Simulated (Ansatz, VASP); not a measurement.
One calculation of Pb, two programs

Contents of INCAR:

```
PREC = Accurate
ENCUT = 520
EDIFF = 1E-6
ISMEAR = 0
SIGMA = 0.15
LREAL = False
LASPH = True
NELM = 60
ALGO = Fast
ISIF = 2
LWAVE = False
LCHARG = False
GGA = PS
NBANDS = 13
```

File KPOINTS:

```
regular mesh
0
Gamma
  18 18 18
```

The input POSCAR:

```
Pb
1.0
    0.6020252126      2.8045564782      2.8045564782
    2.8045564782      0.6020252126      2.8045564782
    2.8045564782      2.8045564782      0.6020252126
Pb
1
Direct
    0.0000000000      0.0000000000      0.0000000000
```

Input for Ansatz:

```yaml
crystal:
  lattice:
    - [0.6020252126, 2.8045564782, 2.8045564782]
    - [2.8045564782, 0.6020252126, 2.8045564782]
    - [2.8045564782, 2.8045564782, 0.6020252126]
  atoms:
    - { symbol: Pb, position: [0.0, 0.0, 0.0] }
basis:
  ecutwfc: 420
kpoints:
  mp_grid: { grid: [18, 18, 18] }
hamiltonian:
  xc: pbesol
scf:
  occupations: { method: gaussian, width: 0.15 }
output:
  forces: true
  stress: true
  eigenvalues: true
```

Alike in both runs: task single point; functional PBEsol; k mesh 18 × 18 × 18; occupations gaussian, width 0.15 eV; no spin polarisation.

|  | VASP | Ansatz |
| --- | --- | --- |
| version | VASP 6.6.1 | Ansatz 0.2.0 |
| potentials or method | VASP PAW PBE potentials, release 64 (Pb_d), cutoff 520 eV | scalar-relativistic, plane waves, PAW |
| valence electrons in the cell | 14 | 14 |

|  | VASP | Ansatz | Ansatz less VASP |
| --- | --- | --- | --- |
| gap on the k mesh at the Fermi level (eV) | none | none | - |
| pressure (GPa) | 6.5 | 6.6 | +0.08 |
| traceless stress, the component that is largest in VASP (GPa) | -5.61 | -5.63 | -0.017 |

VASP's potentials were made for PBE, not for PBEsol. A gap of «none» marks a metal or a gap that the smearing closes.

Neither program's run includes spin-orbit coupling.
